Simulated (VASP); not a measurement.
A run of VASP 6.6.1:

The input INCAR:

```
SYSTEM = K
ALGO = Normal
EDIFF = 1E-6
ENCUT = 500
GGA = PS
GGA_COMPAT = .FALSE.
ISIF = 2
ISMEAR = -1
IVDW = 12
LASPH = .TRUE.
LCHARG = .FALSE.
LREAL = .FALSE.
LWAVE = .FALSE.
NBANDS = 10
NELM = 120
PREC = Accurate
SIGMA = 0.02
```

Contents of KPOINTS:

```
k-points
0
G
  7 7 7
  0 0 0
```

Contents of POSCAR:

```
K
1.0
   -2.5429126172      2.5429126172      2.5429126172
    2.5429126172     -2.5429126172      2.5429126172
    2.5429126172      2.5429126172     -2.5429126172
K
1
Direct
    0.0000000000      0.0000000000      0.0000000000
```

Potentials or basis: VASP PAW PBE potentials, release 64 (K_sv).

Run with:

```sh
$ cat potpaw_PBE.64/K_sv/POTCAR > POTCAR
$ mpirun -np 1 vasp_std > vasp.out
```

Hardware: 1 thread of Intel Xeon 8259CL (shared host).

Task: Estimate the wall time of this run.

Result: It took 14 s on 1 thread of Intel Xeon 8259CL (shared host), peak memory 0.17 GiB. Counts: scf iterations 11, k points 20.
